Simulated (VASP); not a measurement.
Wanted: the native input for a VASP 6.6.1 run.

```
Task                   : single point
Functional             : PBE
Potentials or basis    : VASP PAW PBE potentials, release 64 (Ga_d, N)
Cutoff                 : 520 eV
k mesh                 : 13 × 13 × 7
Occupations            : fermi-dirac, width 0.1 eV
Spin                   : no spin polarisation
Dipole correction      : no
Further INCAR settings : ALGO = Normal; EDIFF = 1e-06; NBANDS = 26
```

The structure of GaN (wurtzite type) lies in POSCAR:

```
GaN
1.0
    3.1525518505      0.0000000000      0.0000000000
   -1.5762759253      2.7301899893      0.0000000000
    0.0000000000      0.0000000000      5.1356335932
Ga N
2 2
Direct
    0.3333333333      0.6666666667     -0.0002699952
    0.6666666667      0.3333333333      0.4997300048
    0.3333333333      0.6666666667      0.3762699952
    0.6666666667      0.3333333333      0.8762699952
```

This cell differs from its parent crystal: volume scaled by 0.94.

One way to write it, as run:

INCAR

```
ALGO = Normal
EDIFF = 1E-6
ENCUT = 520
GGA = PE
ISIF = 2
ISMEAR = -1
LASPH = True
LCHARG = False
LREAL = False
LWAVE = False
NBANDS = 26
NELM = 60
PREC = Accurate
SIGMA = 0.1
```

KPOINTS

```
k-points
0
Gamma
  13 13 7
```

Potentials or basis: VASP PAW PBE potentials, release 64 (Ga_d, N).

Run with:

```sh
$ cat potpaw_PBE.64/Ga_d/POTCAR potpaw_PBE.64/N/POTCAR > POTCAR
$ mpirun -np 1 vasp_std > vasp.out
```

Results of the run:

```json
{"Pressure": "12.3 GPa", "Band gap on the k mesh": "2.13 eV, direct"}
```

Run time: 34 s on 1 thread of Intel(R) Xeon(R) 6975P-C (Granite Rapids), on a shared host, peak memory 0.21 GiB.
